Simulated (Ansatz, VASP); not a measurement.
**Be7S in VASP and in Ansatz**

```
CELL_PARAMETERS angstrom
3.72569 0.00000 0.00000
-1.86285 3.22654 0.00000
0.00000 0.00000 6.76570
ATOMIC_POSITIONS crystal
Be 0.00286 0.33551 0.35923
Be 0.66449 0.99714 0.64077
Be 0.00286 0.66735 0.64077
Be 0.66449 0.66735 0.35923
Be 0.33265 0.99714 0.35923
Be 0.33265 0.33551 0.64077
Be 0.33333 0.66667 0.00000
S 0.00000 0.00000 0.00000
```

Alike in both runs: functional PBE; k mesh 12 × 12 × 6; occupations gaussian, width 0.1 eV; no spin polarisation.

Ansatz relaxed the structure, and its values are those at the end. VASP's run is a single point on that final structure, the one shown.

|  | VASP | Ansatz |
| --- | --- | --- |
| version | VASP 6.6.1 | Ansatz 0.2.0 |
| potentials or method | VASP PAW PBE potentials, release 64 (Be, S), cutoff 520 eV | scalar-relativistic, plane waves, PAW |
| valence electrons in the cell | 20 | 20 |

VASP gave:

* gap on the k mesh at the Fermi level (eV): none
* pressure (GPa): 0.1

Task: Which values does Ansatz return?

Result: gap on the k mesh at the Fermi level (eV): none; pressure (GPa): 0.0.

A gap of «none» marks a metal or a gap that the smearing closes. The functional is the same, so the differences come from potentials, cutoffs and numerics.
